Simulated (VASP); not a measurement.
# Nb2B3C (P4/mmm) in VASP: further runs

Runs on Nb2B3C. Level: PBE. Tasks: single point, relaxation of cell and atoms.

All numbers are computed with VASP 6.6.1; they aren't measurements. Logs are shortened: lines on timing, memory, paths and dates and some standing lists are left out, and cuts for length are marked.

## 1. The cell of the first run

The structure is tetragonal, space group P4/mmm (No. 123). The conventional cell has a = 2.772 Å, b = 2.772 Å, c = 7.553 Å, α = 90.00°, β = 90.00°, γ = 90.00°. Nb (site symmetry 4mm) has 5 B at 2.39 to 2.51 Å and 4 C at 2.40 Å and 5 Nb at 2.77 Å within 3.2 Å. Within 2.2 Å of B (site symmetry 4mm) lie 5 B at 1.64 to 2.12 Å. B (site symmetry 4/mmm) has 12 B at 2.12 to 2.77 Å and 2 Nb at 2.39 Å within 2.8 Å. C (site symmetry 4/mmm) has 8 Nb at 2.40 Å and 4 C at 2.77 Å and 2 B at 2.96 Å within 3.2 Å.

The cell was built from a structure type or drawn by symmetry, and may not be a known phase.

## 2. Single point, PBE

INCAR reads:

```
SYSTEM = Nb2B3C
PREC = Accurate ; ENCUT = 520
EDIFF = 1E-6 ; ISMEAR = 0
SIGMA = 0.1 ; LREAL = .FALSE.
LASPH = .TRUE. ; NELM = 60
ALGO = Normal ; ISIF = 2
LWAVE = .FALSE. ; LCHARG = .TRUE.
GGA = PE ; LELF = .TRUE.
LVHAR = .TRUE. ; NBANDS = 28
```

KPOINTS reads:

```
regular mesh
0
G
  14 14 6
  0 0 0
```

POSCAR reads:

```
Nb2B3C
1.0
    2.7717504593      0.0000000000      0.0000000000
    0.0000000000      2.7717504593      0.0000000000
    0.0000000000      0.0000000000      7.5534657276
Nb B C
2 3 1
Direct
    0.5000000000      0.5000000000      0.8167675936
    0.5000000000      0.5000000000      0.1832324064
    0.0000000000      0.0000000000      0.6085437973
    0.0000000000      0.0000000000      0.3914562027
    0.5000000000      0.5000000000      0.5000000000
    0.0000000000      0.0000000000      0.0000000000
```

Potentials or basis: VASP PAW PBE potentials, release 64 (Nb_sv, B, C).

The run is started by

```sh
$ cat potpaw_PBE.64/Nb_sv/POTCAR potpaw_PBE.64/B/POTCAR potpaw_PBE.64/C/POTCAR > POTCAR
$ mpirun -np 1 vasp_std > vasp.out
```

OUTCAR:

```text
SYSTEM = Nb2B3C
   PREC = Accurate
   ENCUT = 520
   EDIFF = 1E-6
   ISMEAR = 0
   LREAL = .FALSE.
   LASPH = .TRUE.
   NELM = 60
   ISIF = 2
   GGA = PE

 ion  position               nearest neighbor table
   1  0.500  0.500  0.817-   5 2.39   6 2.40   6 2.40   6 2.40   6 2.40   3 2.51   3 2.51   3 2.51
                             3 2.51   2 2.77
   2  0.500  0.500  0.183-   5 2.39   6 2.40   6 2.40   6 2.40   6 2.40   4 2.51   4 2.51   4 2.51
                             4 2.51   1 2.77
   3  0.000  0.000  0.609-   4 1.64   5 2.12   5 2.12   5 2.12   5 2.12   1 2.51   1 2.51   1 2.51
                             1 2.51
   4  0.000  0.000  0.391-   3 1.64   5 2.12   5 2.12   5 2.12   5 2.12   2 2.51   2 2.51   2 2.51
                             2 2.51
   5  0.500  0.500  0.500-   3 2.12   4 2.12   3 2.12   4 2.12   3 2.12   4 2.12   3 2.12   4 2.12
                             1 2.39   2 2.39
   6  0.000  0.000  0.000-   1 2.40   2 2.40   1 2.40   2 2.40   1 2.40   2 2.40   1 2.40   2 2.40

  LATTYP: Found a simple tetragonal cell.
 ALAT       =     2.7717504593
 C/A-ratio  =     2.7251608103

  Lattice vectors:

 A1 = (   2.7717504593,   0.0000000000,   0.0000000000)
 A2 = (   0.0000000000,   2.7717504593,   0.0000000000)
 A3 = (   0.0000000000,   0.0000000000,   7.5534657276)

Analysis of symmetry for initial positions (statically):
=====================================================================
 Subroutine PRICEL returns:
 Original cell was already a primitive cell.

 Routine SETGRP: Setting up the symmetry group for a
 simple tetragonal supercell.

 Subroutine GETGRP returns: Found 16 space group operations
 (whereof 16 operations were pure point group operations)
 out of a pool of 16 trial point group operations.

The static configuration has the point symmetry D_4h.

Analysis of symmetry for dynamics (positions and initial velocities):
=====================================================================
 Subroutine PRICEL returns:
 Original cell was already a primitive cell.

 Routine SETGRP: Setting up the symmetry group for a
 simple tetragonal supercell.

 Subroutine GETGRP returns: Found 16 space group operations
 (whereof 16 operations were pure point group operations)
 out of a pool of 16 trial point group operations.

The dynamic configuration has the point symmetry D_4h.

 Subroutine INISYM returns: Found 16 space group operations
 (whereof 16 operations are pure point group operations),
 and found     1 'primitive' translations

----------------------------------------------------------------------------------------

                                     Primitive cell

  volume of cell :      58.0303

  direct lattice vectors                    reciprocal lattice vectors
     2.771750459  0.000000000  0.000000000     0.360782839  0.000000000  0.000000000
     0.000000000  2.771750459  0.000000000     0.000000000  0.360782839  0.000000000
     0.000000000  0.000000000  7.553465728     0.000000000  0.000000000  0.132389559

  length of vectors
     2.771750459  2.771750459  7.553465728     0.360782839  0.360782839  0.132389559

  position of ions in fractional coordinates (direct lattice)
     0.500000000  0.500000000  0.816767594
     0.500000000  0.500000000  0.183232406
     0.000000000  0.000000000  0.608543797
     0.000000000  0.000000000  0.391456203
     0.500000000  0.500000000  0.500000000
     0.000000000  0.000000000  0.000000000

  ion indices of the primitive-cell ions
   primitive index   ion index
                 1           1
                 2           2
                 3           3
                 4           4
                 5           5
                 6           6

----------------------------------------------------------------------------------------

 KPOINTS: regular mesh

Automatic generation of k-mesh.
 Grid dimensions read from file:
 generate k-points for:   14   14    6

 Generating k-lattice:

  Cartesian coordinates                     Fractional coordinates (reciprocal lattice)
     0.025770203  0.000000000  0.000000000     0.071428571  0.000000000  0.000000000
     0.000000000  0.025770203  0.000000000     0.000000000  0.071428571  0.000000000
     0.000000000  0.000000000  0.022064927     0.000000000  0.000000000  0.166666667

  Length of vectors
     0.025770203  0.025770203  0.022064927

  Shift w.r.t. Gamma in fractional coordinates (k-lattice)
     0.000000000  0.000000000  0.000000000

 Subroutine IBZKPT returns following result:
 ===========================================

 Found    144 irreducible k-points:

 Following reciprocal coordinates:
            Coordinates               Weight
  0.000000  0.000000  0.000000      1.000000
  0.071429  0.000000  0.000000      4.000000
  0.142857  0.000000  0.000000      4.000000
  0.214286  0.000000  0.000000      4.000000
  0.285714  0.000000  0.000000      4.000000
  0.357143  0.000000  0.000000      4.000000
[... 16 lines left out ...]
  0.285714  0.214286  0.000000      8.000000
  0.357143  0.214286  0.000000      8.000000
 [... further k-points ...]
   k-points           NKPTS =    144   k-points in BZ     NKDIM =    144   number of bands    NBANDS=     28
   number of dos      NEDOS =    301   number of ions     NIONS =      6
   total plane-waves  NPLWV =  32256
   dimension x,y,z NGX =    24 NGY =   24 NGZ =   56
   dimension x,y,z NGXF=    48 NGYF=   48 NGZF=  112
   ions per type =               2   3   1
   NGX,Y,Z   is equivalent  to a cutoff of  14.39, 14.39, 12.33 a.u.
   NGXF,Y,Z  is equivalent  to a cutoff of  28.79, 28.79, 24.65 a.u.
 SYSTEM =  Nb2B3C
   PREC   = accura    normal or accurate (medium, high low for compatibility)
   ISTART =      0    job   : 0-new  1-cont  2-samecut
   ICHARG =      2    charge: 1-file 2-atom 10-const
   ISPIN  =      1    spin polarized calculation?
   LNONCOLLINEAR =      F non collinear calculations
   LSORBIT =      F    spin-orbit coupling
   LASPH  =      T    aspherical Exc in radial PAW
   ENCUT  =  520.0 eV  38.22 Ry    6.18 a.u.   5.15  5.15 14.04*2*pi/ulx,y,z
   NELM   =     60;   NELMIN=  2; NELMDL= -5     # of ELM steps
   EDIFF  = 0.1E-05   stopping-criterion for ELM
   LREAL  =      F    real-space projection
   EDIFFG = 0.1E-04   stopping-criterion for IOM
   NSW    =      0    number of steps for IOM
   IBRION =     -1    ionic relax: 0-MD 1-quasi-New 2-CG
   NFREE  =      0    steps in history (QN), initial steepest desc. (CG)
   ISIF   =      2    stress and relaxation
   ISYM   =      2    0-nonsym 1-usesym 2-fastsym
   POTIM  = 0.5000    time-step for ionic-motion
   TEBEG  =    0.0;   TEEND  =   0.0 temperature during run
   PSTRESS=    0.0 pullay stress
   NELECT =      39.0000    total number of electrons
   NUPDOWN=      -1.0000    fix difference up-down
   EMIN   =  10.00;   EMAX   =-10.00  energy-range for DOS
   EFERMI =   0.00;   METHOD = LEGACY
   ISMEAR =     0;   SIGMA  =   0.10  broadening in eV -4-tet -1-fermi 0-gaus
   EFERMI_NEDOS =   21; number of points for ismear=-14 and -15
   IALGO  =     38    algorithm
   IMIX   =      4    mixing-type and parameters
     AMIX     =   0.40;   BMIX     =  1.00
     AMIX_MAG =   1.60;   BMIX_MAG =  1.00
  volume/ion in A,a.u.               =       9.67        65.27
  Fermi-wavevector in a.u.,A,eV,Ry     =   1.433986  2.709840 27.977869  2.056315
  Thomas-Fermi vector in A             =   2.553444
   LORBIT       =      0    0 simple, 1 ext, 2 COOP (PROOUT), +10 PAW based schemes
   GGA     = PE    functional components
   LHFCALC =     F    Hartree Fock is set to
   AEXX    =    0.0000 exact exchange contribution
   IVDW    =     0    specifies the selected vdW correction
   LEPSILON=     F    determine dielectric tensor
   LRPA    =     F    only Hartree local field effects (RPA)
 non-spin polarized calculation
 Gauss-broadening in eV      SIGMA  =   0.10
  energy-cutoff  :      520.00
  volume of cell :       58.03
 maximum number of plane-waves:      1584
 NGX is ok and might be reduce to    24
   NGX = 11   NGY = 11   NGZ = 29

 number of electron      39.0000001 magnetization

 Free energy of the ion-electron system (eV)
  ---------------------------------------------------
  ext. energy  EPLUGINS =         0.00000000
  ---------------------------------------------------
  free energy    TOTEN  =       -47.74949368 eV

  energy without entropy =      -47.74093186  energy(sigma->0) =      -47.74521277

 E-fermi :  10.6088     XC(G=0): -12.9378

 val. band max:       10.5970908039   @ k =   0.5000   0.3571   0.3333
 cond. band min:      10.6141469586   @ k =   0.2857   0.0000   0.5000
 fundamental gap:      0.0170561547
 Fermi energy:        10.6087786193

 k-point     1 :       0.0000    0.0000    0.0000
  band No.  band energies     occupation
      1     -44.0184      2.00000
      2     -43.9368      2.00000
      3     -20.5432      2.00000
      4     -19.8554      2.00000
      5     -19.4633      2.00000
      6     -19.4633      2.00000
[... 20 lines left out ...]
     27      16.7407      0.00000
     28      16.7407      0.00000

 k-point     2 :       0.0714    0.0000    0.0000
  band No.  band energies     occupation
      1     -44.0108      2.00000
      2     -43.9294      2.00000
      3     -20.5328      2.00000
      4     -19.8477      2.00000
      5     -19.5331      2.00000
      6     -19.4603      2.00000
[... 20 lines left out ...]
     27      16.6089      0.00000
     28      16.9269      0.00000

 k-point     3 :       0.1429    0.0000    0.0000
  band No.  band energies     occupation
      1     -43.9893      2.00000
      2     -43.9085      2.00000
      3     -20.5037      2.00000
      4     -19.8263      2.00000
      5     -19.7253      2.00000
      6     -19.6434      2.00000
[... 616 lines left out ...]
      3     -20.3399      2.00000
      4     -20.2105      2.00000
      5     -20.1130      2.00000
      6     -19.8895      2.00000
[... 20 lines left out ...]
     27      16.4637      0.00000
     28      16.9801      0.00000

 k-point    24 :       0.3571    0.2143    0.0000
  band No.  band energies     occupation
      1     -43.8334      2.00000
      2     -43.7563      2.00000
      3     -20.4587      2.00000
      4     -20.3475      2.00000
      5     -20.2941      2.00000
      6     -19.8567      2.00000
[... 20 lines left out ...]
     27      16.2080      0.00000
     28      16.8461      0.00000

 [... further k-points ...]

------------------------ aborting loop because EDIFF is reached ----------------------------------------

  FORCE on cell =-STRESS in cart. coord.  units (eV):
  Direction    XX          YY          ZZ          XY          YZ          ZX
  --------------------------------------------------------------------------------------
  -------------------------------------------------------------------------------------
  Total       -0.1001611     -0.1001611     -0.1016624      0.0000000      0.0000000      0.0000000
  in kB       -2.7653820     -2.7653820     -2.8068310      0.0000000      0.0000000      0.0000000
  external PRESSURE =      -2.7791984 kB  Pullay stress =       0.0000000 kB

 VOLUME and BASIS-vectors are now :
 -----------------------------------------------------------------------------
  energy-cutoff  :      520.00
  volume of cell :       58.03
      direct lattice vectors                 reciprocal lattice vectors
     2.771750459  0.000000000  0.000000000     0.360782839  0.000000000  0.000000000
     0.000000000  2.771750459  0.000000000     0.000000000  0.360782839  0.000000000
     0.000000000  0.000000000  7.553465728     0.000000000  0.000000000  0.132389559

 POSITION                                       TOTAL-FORCE (eV/Angst)
 -----------------------------------------------------------------------------------
      1.38588      1.38588      6.16943        -0.000000      0.000000     -0.001294
      1.38588      1.38588      1.38404        -0.000000     -0.000000      0.001294
      0.00000      0.00000      4.59661         0.000000     -0.000000      0.027129
      0.00000      0.00000      2.95685        -0.000000     -0.000000     -0.027129
      1.38588      1.38588      3.77673        -0.000000      0.000000     -0.000000
      0.00000      0.00000      0.00000        -0.000000      0.000000     -0.000000
 -----------------------------------------------------------------------------------
    total drift:                                0.000000     -0.000000      0.000000

  FREE ENERGIE OF THE ION-ELECTRON SYSTEM (eV)
  ---------------------------------------------------
  free  energy   TOTEN  =       -47.7494936838 eV

  energy  without entropy=      -47.7409318596  energy(sigma->0) =      -47.74521277
```

It took 3.2 min on 1 thread of AMD EPYC 7R13 (Zen 3), shared host; peak memory 0.3 GiB.

Results:

```
Free energy            : -47.7495 eV
Pressure               : -0.3 GPa
Largest force          : 0.027 eV/Å
Band gap on the k mesh : zero (an odd number of electrons rules out a gap without spin polarisation)
```

Forces in eV/Å, atoms in the order of the input:
```
Nb   0.000  0.000 -0.001
Nb   0.000  0.000  0.001
B    0.000  0.000  0.027
B    0.000  0.000 -0.027
B    0.000  0.000  0.000
C    0.000  0.000  0.000
```

## 3. Relaxation of cell and atoms, PBE

INCAR reads:

```
PREC = Accurate ; ENCUT = 600
EDIFF = 1E-6 ; ISMEAR = 0
SIGMA = 0.1 ; LREAL = False
LASPH = True ; NELM = 60
ALGO = Normal ; ISIF = 3
LWAVE = False ; LCHARG = False
GGA = PE ; IBRION = 2
NSW = 100 ; EDIFFG = -0.01
```

KPOINTS reads:

```
regular mesh
0
Gamma
  14 14 6
```

POSCAR reads:

```
Nb2B3C
1.0
    2.7613822753      0.0000000000      0.0000000000
    0.0000000000      2.7613822753      0.0000000000
    0.0000000000      0.0000000000      7.6228627250
Nb B C
2 3 1
Direct
    0.5000000000      0.5000000000      0.8141722806
    0.5000000000      0.5000000000      0.1858277194
    0.0000000000      0.0000000000      0.6090221576
    0.0000000000      0.0000000000      0.3909778424
    0.5000000000      0.5000000000      0.5000000000
    0.0000000000      0.0000000000      0.0000000000
```

Potentials or basis: VASP PAW PBE potentials, release 64 (Nb_sv, B, C).

The run is started by

```sh
$ cat potpaw_PBE.64/Nb_sv/POTCAR potpaw_PBE.64/B/POTCAR potpaw_PBE.64/C/POTCAR > POTCAR
$ mpirun -np 1 vasp_std > vasp.out
```

It took 13 min on 1 thread of AMD EPYC 7R13 (Zen 3), shared host; peak memory 0.33 GiB.

Results (log left out):

- Free energy: -47.7522 eV
- Relaxed volume: 9.66 Å³/atom
- Relaxed cell: a = 2.771 Å, b = 2.771 Å, c = 7.549 Å, α = 90.00°, β = 90.00°, γ = 90.00°
- Space group after relaxing (to 0.1 Å): P4/mmm (No. 123)
- Energy gained by relaxing: 4.0 meV/atom
- Ionic steps: 7
- Pressure after relaxing: 0.0 GPa
- Band gap on the k mesh: zero (an odd number of electrons rules out a gap without spin polarisation)

Forces on the atoms (eV/Å):
```
Nb   0.000  0.000  0.002
Nb   0.000  0.000 -0.002
B    0.000  0.000 -0.003
B    0.000  0.000  0.003
B    0.000  0.000  0.000
C    0.000  0.000  0.000
```

Step by step:
```tsv
step	energy change (eV)	largest force (eV/Å)	pressure (GPa)	volume (Å³)
1	0.0000	0.4963	-1.10	58.13
2	-0.0013	0.8103	2.50	57.56
3	-0.0216	0.1955	0.62	57.83
4	-0.0239	0.0555	-0.49	58.07
5	-0.0242	0.0158	-0.21	58.01
6	-0.0243	0.0147	0.15	57.92
7	-0.0243	0.0028	0.05	57.96
```

Final structure:
```
Nb B C
1.0
     2.77080    0.00000    0.00000
     0.00000    2.77080    0.00000
     0.00000    0.00000    7.54915
Nb B C
2 3 1
Direct
  0.50000 0.50000 0.81675
  0.50000 0.50000 0.18325
  0.00000 0.00000 0.60865
  0.00000 0.00000 0.39135
  0.50000 0.50000 0.50000
  0.00000 0.00000 0.00000
```

Levels at points of the mesh, in eV from the Fermi level:
```tsv
k point	band 15	band 16	band 17	band 18	band 19	band 20	band 21	band 22	band 23
(0.00, 0.00, 0.00)	-2.24	-1.64	-1.64	-1.08	0.06	0.06	2.24	2.37	2.37
(0.50, 0.00, 0.00)	-2.84	-2.22	-1.52	-1.41	-0.97	1.25	1.89	2.75	3.89
(0.50, 0.50, 0.00)	-4.61	-4.37	-2.16	-2.16	-1.86	-0.46	0.55	1.57	3.94
(0.00, 0.00, 0.50)	-2.26	-1.17	-1.17	-0.85	-0.85	-0.63	2.35	3.94	3.94
(0.50, 0.00, 0.50)	-2.74	-2.22	-1.80	-1.27	-0.89	0.79	2.35	2.82	4.08
(0.50, 0.50, 0.50)	-5.34	-4.02	-2.87	-1.85	-0.61	-0.61	1.43	1.43	1.69
```
